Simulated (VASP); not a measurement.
Set up this calculation in VASP 6.6.1, as the native input.

| Item | Value |
| --- | --- |
| Task | single point |
| Functional | PBE |
| Potentials or basis | VASP PAW PBE potentials, release 64 (Ti_sv, B) |
| Cutoff | 500 eV |
| k mesh | 8 × 8 × 6 |
| Occupations | fermi-dirac, width 0.05 eV |
| Spin | no spin polarisation |
| Dipole correction | no |
| Further INCAR settings | ALGO = Normal; EDIFF = 1e-06; NBANDS = 16 |

The structure of TiB2 lies in POSCAR:

```
TiB2
1.0
    3.0325408631      0.0000000000      0.0000000000
   -1.5162704315      2.6262574254      0.0000000000
    0.0000000000      0.0000000000      3.2225293147
Ti B
1 2
Direct
    0.0000000000      0.0000000000      0.0000000000
    0.3333333333      0.6666666667      0.5000000000
    0.6666666667      0.3333333333      0.5000000000
```

These files were run (other wordings do the same):

INCAR

```
SYSTEM = TiB2
PREC = Accurate
ENCUT = 500
EDIFF = 1E-6
ISMEAR = -1
SIGMA = 0.05
LREAL = .FALSE.
LASPH = .TRUE.
NELM = 120
ALGO = Normal
ISIF = 2
LWAVE = .FALSE.
LCHARG = .TRUE.
GGA = PE
LELF = .TRUE.
LVHAR = .TRUE.
NBANDS = 16
GGA_COMPAT = .FALSE.
```

KPOINTS

```
regular mesh
0
G
  8 8 6
  0 0 0
```

Potentials or basis: VASP PAW PBE potentials, release 64 (Ti_sv, B).

Run with:

```sh
$ cat potpaw_PBE.64/Ti_sv/POTCAR potpaw_PBE.64/B/POTCAR > POTCAR
$ mpirun -np 1 vasp_std > vasp.out
```

It gave:

| Item | Value |
| --- | --- |
| Pressure | 0.2 GPa |
| Band gap on the k mesh | zero (band 9 reaches 10.17 eV, above the bottom of band 10 at 9.80 eV) |

Run time: 7.5 s on 1 thread of Intel(R) Xeon(R) 6975P-C (Granite Rapids), with other jobs on the host, peak memory 0.14 GiB.
